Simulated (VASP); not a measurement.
Input of a VASP 6.6.1 run:

POSCAR

```
BiP
1.0
    3.8595443447      0.0000000000      0.0000000000
   -1.9297721724      3.3424634496      0.0000000000
    0.0000000000      0.0000000000      3.7103288504
Bi P
1 1
Direct
    0.0000000000      0.0000000000      0.0000000000
    0.6666666667      0.3333333333      0.5000000000
```

The input INCAR.step1:

```
PREC = Accurate
ENCUT = 600
ISMEAR = 0
SIGMA = 0.05
LREAL = False
LASPH = True
NELM = 100
GGA = PE
ALGO = Normal
EDIFF = 1E-4
LWAVE = True
LCHARG = False
```

The input INCAR.step2:

```
PREC = Accurate
ENCUT = 600
EDIFF = 1E-6
ISMEAR = 0
SIGMA = 0.05
LREAL = False
LASPH = True
NELM = 100
ALGO = Normal
ISIF = 4
LWAVE = False
LCHARG = False
METAGGA = R2SCAN
LMIXTAU = True
IBRION = 2
NSW = 60
EDIFFG = -0.01
ISTART = 1
```

KPOINTS

```
Automatic mesh
0
Gamma
  10 10 10
```

Potentials or basis: VASP PAW PBE potentials, release 64 (Bi_d, P).

Command:

```sh
$ cat potpaw_PBE.64/Bi_d/POTCAR potpaw_PBE.64/P/POTCAR > POTCAR
$ cp INCAR.step1 INCAR
$ mpirun -np 1 vasp_std > vasp.out
$ cp INCAR.step2 INCAR
$ mpirun -np 1 vasp_std > vasp.out
```

(1) What does it give for the band gap on the k mesh?

Results:

(1) zero (band 10 reaches 8.55 eV, above the bottom of band 11 at 5.32 eV).

Caveat: spin-orbit coupling is left out, which moves the levels of the heavy elements.
